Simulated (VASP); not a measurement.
# Ag2HgPb4 (P1) in VASP: single point with r2SCAN

Aim: the single point of Ag2HgPb4 with r2SCAN.

Everything below comes from runs of VASP 6.6.1. Logs are shortened: lines on timing, memory, paths and dates and some standing lists are left out, and cuts for length are marked.

## Step 1: The cell of the first run

The typed cell holds 7 atoms: a = 6.495 Å, b = 5.864 Å, c = 5.401 Å, α = 67.49°, β = 82.62°, γ = 81.85°.

## Step 2: Single point, r2SCAN

File POSCAR:

```
Ag2HgPb4
1.0
    6.4732854811      0.4075460070      0.3469800573
    0.4141004157      5.7489955900      1.0768495358
    0.3447072111      1.0955293207      5.2777898779
Hg Ag Pb
1 2 4
Direct
    1.1049998398      1.0489524489      1.1102618069
    0.8530721228      0.6863081649      0.5539193814
    0.5349735524      1.0078323813      0.2740579685
    0.2142405263      0.3613166403      0.4275278392
    0.2547098268      0.7291641436      0.7627003470
    0.6983859051      0.5414751222      0.1302333484
    0.7324522267      0.1295660988      0.7235883086
```

File INCAR.step1:

```
SYSTEM = Ag2HgPb4
PREC = Accurate ; ENCUT = 520
ISMEAR = -1 ; SIGMA = 0.1
LREAL = .FALSE. ; LASPH = .TRUE.
NELM = 100 ; NBANDS = 54
GGA = PE ; ALGO = Normal
EDIFF = 1E-4 ; LWAVE = .TRUE.
LCHARG = .FALSE.
```

File INCAR.step2:

```
SYSTEM = Ag2HgPb4
PREC = Accurate ; ENCUT = 520
EDIFF = 1E-6 ; ISMEAR = -1
SIGMA = 0.1 ; LREAL = .FALSE.
LASPH = .TRUE. ; NELM = 100
ALGO = Normal ; ISIF = 2
LWAVE = .FALSE. ; LCHARG = .TRUE.
METAGGA = R2SCAN ; LMIXTAU = .TRUE.
LELF = .TRUE. ; LVHAR = .TRUE.
NBANDS = 54 ; ISTART = 1
```

File KPOINTS:

```
Automatic mesh
0
Gamma
  3 3 3
  0 0.5 0
```

Potentials or basis: VASP PAW PBE potentials, release 64 (Hg, Ag, Pb_d).

The run is started by

```bash
> cat potpaw_PBE.64/Hg/POTCAR potpaw_PBE.64/Ag/POTCAR potpaw_PBE.64/Pb_d/POTCAR > POTCAR
> cp INCAR.step1 INCAR
> mpirun -np 1 vasp_std > vasp.out
> cp INCAR.step2 INCAR
> mpirun -np 1 vasp_std > vasp.out
```

OUTCAR:

```text
SYSTEM = Ag2HgPb4
   PREC = Accurate
   ENCUT = 520
   EDIFF = 1E-6
   ISMEAR = -1
   LREAL = .FALSE.
   LASPH = .TRUE.
   NELM = 100
   ISIF = 2
   METAGGA = R2SCAN
   ISTART = 1

 ion  position               nearest neighbor table
   1  0.105  0.049  0.110-   3 2.99   2 3.00   5 3.11   4 3.14   7 3.26   4 3.46   5 3.49   6 3.65
                             3 3.71   4 3.73   5 3.91   7 3.98
   2  0.853  0.686  0.554-   3 2.76   6 2.97   4 2.99   1 3.00   7 3.04   6 3.05   5 3.05   7 3.22

   3  0.535  0.008  0.274-   2 2.76   7 2.94   1 2.99   4 3.00   5 3.04   6 3.13   6 3.22   7 3.23
                             1 3.71
   4  0.214  0.361  0.428-   2 2.99   3 3.00   1 3.14   5 3.36   5 3.41   5 3.43   6 3.45   1 3.46
                             7 3.53   1 3.73   6 3.74   7 3.76
   5  0.255  0.729  0.763-   3 3.04   2 3.05   1 3.11   4 3.36   4 3.41   4 3.43   1 3.49   6 3.52
                             7 3.82   1 3.91   6 3.98   7 4.09
   6  0.698  0.541  0.130-   2 2.97   2 3.05   3 3.13   7 3.20   3 3.22   7 3.33   4 3.45   5 3.52
                             1 3.65   4 3.74   7 3.81   5 3.98
   7  0.732  0.130  0.724-   3 2.94   2 3.04   6 3.20   2 3.22   3 3.23   1 3.26   6 3.33   4 3.53
                             4 3.76   6 3.81   5 3.82   1 3.98   5 4.09

  LATTYP: Found a triclinic cell.
 ALAT       =     5.8636195623
 B/A-ratio  =     1.8541804413
 C/A-ratio  =     1.5290244148
 COS(alpha) =     0.0139505806
 COS(beta)  =     0.3332930311
 COS(gamma) =     0.8884597044

  Lattice vectors:

 A1 = (  -0.4141004157,  -5.7489955900,  -1.0768495358)
 A2 = (  -0.4834936203, -10.4024618593,   3.1240908063)
 A3 = (  -6.8179926922,  -1.5030753277,  -5.6247699352)

Analysis of symmetry for initial positions (statically):
=====================================================================
 Subroutine PRICEL returns:
 Original cell was already a primitive cell.

 Routine SETGRP: Setting up the symmetry group for a
 triclinic supercell.

 Subroutine GETGRP returns: Found  1 space group operations
 (whereof  1 operations were pure point group operations)
 out of a pool of  2 trial point group operations.

The static configuration has the point symmetry C_1 .

Analysis of symmetry for dynamics (positions and initial velocities):
=====================================================================
 Subroutine PRICEL returns:
 Original cell was already a primitive cell.

 Routine SETGRP: Setting up the symmetry group for a
 triclinic supercell.

 Subroutine GETGRP returns: Found  1 space group operations
 (whereof  1 operations were pure point group operations)
 out of a pool of  2 trial point group operations.

The dynamic configuration has the point symmetry C_1 .

 Subroutine INISYM returns: Found  1 space group operations
 (whereof  1 operations are pure point group operations),
 and found     1 'primitive' translations

----------------------------------------------------------------------------------------

                                     Primitive cell

  volume of cell :     187.5061

  direct lattice vectors                    reciprocal lattice vectors
     6.473285481  0.407546007  0.346980057     0.155527075 -0.009676152 -0.008149395
     0.414100416  5.748995590  1.076849536    -0.009444043  0.181567637 -0.037071813
     0.344707211  1.095529321  5.277789878    -0.008297977 -0.036409861  0.197572936

  length of vectors
     6.495376342  5.863619562  5.401302949     0.156040737  0.185554079  0.201071130

  position of ions in fractional coordinates (direct lattice)
     0.104999840  0.048952449  0.110261807
     0.853072123  0.686308165  0.553919381
     0.534973552  0.007832381  0.274057969
     0.214240526  0.361316640  0.427527839
     0.254709827  0.729164144  0.762700347
     0.698385905  0.541475122  0.130233348
     0.732452227  0.129566099  0.723588309

  ion indices of the primitive-cell ions
   primitive index   ion index
                 1           1
                 2           2
                 3           3
                 4           4
                 5           5
                 6           6
                 7           7

----------------------------------------------------------------------------------------

 KPOINTS: Automatic mesh

Automatic generation of k-mesh.
 Grid dimensions read from file:
 generate k-points for:    3    3    3

 Generating k-lattice:

  Cartesian coordinates                     Fractional coordinates (reciprocal lattice)
     0.051842358 -0.003225384 -0.002716465     0.333333333  0.000000000 -0.000000000
    -0.003148014  0.060522546 -0.012357271    -0.000000000  0.333333333  0.000000000
    -0.002765992 -0.012136620  0.065857645     0.000000000  0.000000000  0.333333333

  Length of vectors
     0.052013579  0.061851360  0.067023710

  Shift w.r.t. Gamma in fractional coordinates (k-lattice)
     0.000000000  0.500000000  0.000000000

 Subroutine IBZKPT returns following result:
 ===========================================

 Found     14 irreducible k-points:

 Following reciprocal coordinates:
            Coordinates               Weight
 -0.000000  0.166667  0.000000      2.000000
  0.333333  0.166667  0.000000      2.000000
 -0.333333  0.166667  0.000000      2.000000
  0.000000  0.500000  0.000000      1.000000
  0.333333  0.500000  0.000000      2.000000
  0.000000  0.166667  0.333333      2.000000
  0.333333  0.166667  0.333333      2.000000
 -0.333333  0.166667  0.333333      2.000000
  0.000000  0.500000  0.333333      2.000000
  0.333333  0.500000  0.333333      2.000000
 -0.333333  0.500000  0.333333      2.000000
  0.000000 -0.166667  0.333333      2.000000
  0.333333 -0.166667  0.333333      2.000000
 -0.333333 -0.166667  0.333333      2.000000
   k-points           NKPTS =     14   k-points in BZ     NKDIM =     14   number of bands    NBANDS=     54
   number of dos      NEDOS =    301   number of ions     NIONS =      7
   total plane-waves  NPLWV =  92160
   dimension x,y,z NGX =    48 NGY =   48 NGZ =   40
   dimension x,y,z NGXF=    96 NGYF=   96 NGZF=   80
   ions per type =               1   2   4
   NGX,Y,Z   is equivalent  to a cutoff of  12.29, 13.61, 12.31 a.u.
   NGXF,Y,Z  is equivalent  to a cutoff of  24.57, 27.22, 24.62 a.u.
 SYSTEM =  Ag2HgPb4
   PREC   = accura    normal or accurate (medium, high low for compatibility)
   ISTART =      1    job   : 0-new  1-cont  2-samecut
   ICHARG =      0    charge: 1-file 2-atom 10-const
   ISPIN  =      1    spin polarized calculation?
   LNONCOLLINEAR =      F non collinear calculations
   LSORBIT =      F    spin-orbit coupling
   LASPH  =      T    aspherical Exc in radial PAW
   ENCUT  =  520.0 eV  38.22 Ry    6.18 a.u.  12.08 10.90 10.04*2*pi/ulx,y,z
   NELM   =    100;   NELMIN=  2; NELMDL=  0     # of ELM steps
   EDIFF  = 0.1E-05   stopping-criterion for ELM
   LREAL  =      F    real-space projection
   EDIFFG = 0.1E-04   stopping-criterion for IOM
   NSW    =      0    number of steps for IOM
   IBRION =     -1    ionic relax: 0-MD 1-quasi-New 2-CG
   NFREE  =      0    steps in history (QN), initial steepest desc. (CG)
   ISIF   =      2    stress and relaxation
   ISYM   =      2    0-nonsym 1-usesym 2-fastsym
   POTIM  = 0.5000    time-step for ionic-motion
   TEBEG  =    0.0;   TEEND  =   0.0 temperature during run
   PSTRESS=    0.0 pullay stress
   NELECT =      90.0000    total number of electrons
   NUPDOWN=      -1.0000    fix difference up-down
   EMIN   =  10.00;   EMAX   =-10.00  energy-range for DOS
   EFERMI =   0.00;   METHOD = LEGACY
   ISMEAR =    -1;   SIGMA  =   0.10  broadening in eV -4-tet -1-fermi 0-gaus
   EFERMI_NEDOS =   21; number of points for ismear=-14 and -15
   IALGO  =     38    algorithm
   IMIX   =      4    mixing-type and parameters
     AMIX     =   0.40;   BMIX     =  1.00
     AMIX_MAG =   1.60;   BMIX_MAG =  1.00
  volume/ion in A,a.u.               =      26.79       180.76
  Fermi-wavevector in a.u.,A,eV,Ry     =   1.281791  2.422234 22.354212  1.642988
  Thomas-Fermi vector in A             =   2.414140
   LORBIT       =      0    0 simple, 1 ext, 2 COOP (PROOUT), +10 PAW based schemes
   METAGGA = R2SCAN    functional components
   LHFCALC =     F    Hartree Fock is set to
   AEXX    =    0.0000 exact exchange contribution
   IVDW    =     0    specifies the selected vdW correction
   LEPSILON=     F    determine dielectric tensor
   LRPA    =     F    only Hartree local field effects (RPA)
 non-spin polarized calculation
  energy-cutoff  :      520.00
  volume of cell :      187.51
 maximum number of plane-waves:      5070
   NGX = 25   NGY = 21   NGZ = 21

 number of electron      89.9999998 magnetization

 Free energy of the ion-electron system (eV)
  ---------------------------------------------------
  ext. energy  EPLUGINS =         0.00000000
  ---------------------------------------------------
  free energy    TOTEN  =      -316.80764402 eV

  energy without entropy =     -316.76139401  energy(sigma->0) =     -316.78451902

 E-fermi :   6.3708     XC(G=0): -11.0830

 val. band max:        6.2139919535   @ k =   0.3333   0.1667   0.0000
 cond. band min:       6.4838972871   @ k =   0.0000   0.5000   0.3333
 fundamental gap:      0.2699053336
 Fermi energy:         6.3707660665

 k-point     1 :      -0.0000    0.1667    0.0000
  band No.  band energies     occupation
      1     -11.4226      2.00000
      2     -11.3967      2.00000
      3     -11.3589      2.00000
      4     -11.3367      2.00000
      5     -11.3326      2.00000
      6     -11.3111      2.00000
[... 46 lines left out ...]
     53      10.4279      0.00000
     54      10.6713      0.00000

 k-point     2 :       0.3333    0.1667    0.0000
  band No.  band energies     occupation
      1     -11.4141      2.00000
      2     -11.4010      2.00000
      3     -11.3610      2.00000
      4     -11.3486      2.00000
      5     -11.3404      2.00000
      6     -11.3215      2.00000
[... 46 lines left out ...]
     53      10.0221      0.00000
     54      11.0824      0.00000
[... 625 lines left out ...]
     53      10.5467      0.00000
     54      11.1672      0.00000

 k-point    14 :      -0.3333   -0.1667    0.3333
  band No.  band energies     occupation
      1     -11.4190      2.00000
      2     -11.3799      2.00000
      3     -11.3652      2.00000
      4     -11.3555      2.00000
      5     -11.3374      2.00000
      6     -11.3230      2.00000
[... 46 lines left out ...]
     53      10.1905      0.00000
     54      10.9616      0.00000

------------------------ aborting loop because EDIFF is reached ----------------------------------------

  FORCE on cell =-STRESS in cart. coord.  units (eV):
  Direction    XX          YY          ZZ          XY          YZ          ZX
  --------------------------------------------------------------------------------------
  -------------------------------------------------------------------------------------
  Total        0.0495987      0.0307526      0.0452195      0.0247397      0.0132991      0.0369878
  in kB        0.4238044      0.2627711      0.3863859      0.2113924      0.1136362      0.3160488
  external PRESSURE =       0.3576538 kB  Pullay stress =       0.0000000 kB

 VOLUME and BASIS-vectors are now :
 -----------------------------------------------------------------------------
  energy-cutoff  :      520.00
  volume of cell :      187.51
      direct lattice vectors                 reciprocal lattice vectors
     6.473285481  0.407546007  0.346980057     0.155527075 -0.009676152 -0.008149395
     0.414100416  5.748995590  1.076849536    -0.009444043  0.181567637 -0.037071813
     0.344707211  1.095529321  5.277789878    -0.008297977 -0.036409861  0.197572936

 POSITION                                       TOTAL-FORCE (eV/Angst)
 -----------------------------------------------------------------------------------
      0.73797      0.44501      0.67109        -0.003912      0.004849     -0.004638
      5.99732      4.90008      3.95852        -0.003412     -0.007131      0.007316
      3.56075      0.56329      1.64048         0.006099      0.001212     -0.000955
      1.68383      2.63289      2.71982         0.005108      0.007244      0.001937
      2.21366      5.13133      4.89895         0.003987     -0.007573     -0.001769
      4.78997      3.54024      1.51276        -0.003240      0.000724     -0.003643
      5.04445      1.83610      4.21262        -0.004630      0.000674      0.001753
 -----------------------------------------------------------------------------------
    total drift:                               -0.000466     -0.000079      0.000027

  FREE ENERGIE OF THE ION-ELECTRON SYSTEM (eV)
  ---------------------------------------------------
  free  energy   TOTEN  =      -316.8076440198 eV

  energy  without entropy=     -316.7613940141  energy(sigma->0) =     -316.78451902
```

Wall time 5.9 min (1 thread of Intel Xeon Platinum 8488C (Sapphire Rapids), shared host); peak memory 0.38 GiB.

What came out:

```
Free energy            : -316.8076 eV
Pressure               : 0.0 GPa
Largest force          : 0.011 eV/Å
Band gap on the k mesh : zero (bands 45 and 46 overlap by 1.12 eV)
```

Forces on the atoms (eV/Å):
```
Hg  -0.004  0.005 -0.005
Ag  -0.003 -0.007  0.007
Ag   0.006  0.001 -0.001
Pb   0.005  0.007  0.002
Pb   0.004 -0.008 -0.002
Pb  -0.003  0.001 -0.004
Pb  -0.005  0.001  0.002
```

Levels at points of the mesh, in eV from the Fermi level:
| k point | band 42 | band 43 | band 44 | band 45 | band 46 | band 47 | band 48 | band 49 |
| --- | --- | --- | --- | --- | --- | --- | --- | --- |
| (0.00, 0.50, 0.00) | -2.17 | -2.00 | -0.70 | -0.42 | 0.89 | 1.52 | 2.11 | 2.63 |

Caveat: the k points lie up to 0.42 Å⁻¹ apart, too coarse for converged energies and pressures of a metal; the PAW data sets were made with another functional, which shifts forces and pressure a little; spin-orbit coupling is left out, which moves the levels of the heavy elements.
